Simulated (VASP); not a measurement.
# Ga: relaxation of cell and atoms with RPBE+D3(BJ)

The system is Ga.

```xyz
1
Lattice="2.7165 0.0000 0.0000 0.0000 2.7165 0.0000 0.0000 0.0000 2.7165" Properties=species:S:1:pos:R:3 pbc="T T T"
Ga    0.0000    0.0000    0.0000
```

- Program: VASP 6.6.1
- Task: relaxation of cell and atoms
- Functional: RPBE
- Dispersion: D3(BJ)
- Potentials or basis: VASP PAW PBE potentials, release 64 (Ga_d)
- Cutoff: 600 eV
- k mesh: 10 × 10 × 10
- Occupations: fermi-dirac, width 0.05 eV
- Spin: no spin polarisation
- Dipole correction: no
- Further INCAR settings: ALGO = Normal; EDIFF = 1e-07; IBRION = 2; EDIFFG = -0.01; NSW = 60; ISIF = 3

```
Relaxed volume                         : 15.77 Å³/atom
Relaxed cell                           : a = 2.508 Å, b = 2.508 Å, c = 2.508 Å, α = 90.00°, β = 90.00°, γ = 90.00°
Space group after relaxing (to 0.05 Å) : Pm-3m (No. 221)
Energy gained by relaxing              : 214.9 meV/atom
Ionic steps                            : 2
Pressure after relaxing                : 0.1 GPa
Dispersion energy per atom             : -2.000 eV
```

The path:
```csv
step,energy change (eV),largest force (eV/Å),pressure (GPa),volume (Å³)
1,0.0000,0.0000,-12.72,20.05
2,-0.2149,0.0000,0.10,15.77
```

Final structure:
```
CELL_PARAMETERS angstrom
2.50785 0.00000 0.00000
0.00000 2.50785 0.00000
0.00000 0.00000 2.50785
ATOMIC_POSITIONS crystal
Ga 0.00000 0.00000 0.00000
```

Levels at points of the mesh, in eV from the Fermi level:
```
           k point  band 2  band 3  band 4  band 5  band 6  band 7  band 8  band 9  band 10
(0.00, 0.00, 0.00)  -15.58  -14.69  -14.69  -14.69  -12.33   10.75   10.75   10.75    13.55
(0.50, 0.00, 0.00)  -15.10  -14.94  -14.94  -14.67   -6.52   -5.34   15.37   15.37    18.25
(0.50, 0.50, 0.00)  -15.27  -14.90  -14.90  -14.47   -1.00   -1.00   -0.48    4.19    20.42
(0.50, 0.50, 0.50)  -15.30  -15.30  -14.46  -14.46    3.25    3.25    3.25    7.22     8.94
```

Wall time 7.9 s on 1 thread of Intel(R) Xeon(R) 6975P-C (Granite Rapids) (shared host), peak memory 0.16 GiB.

Caveat: the volume moved by over 15 % at a fixed basis, so the end points are rough; the PAW data sets were made with another functional, which shifts forces and pressure a little; pairwise dispersion overbinds metals, which lowers pressure and volume.
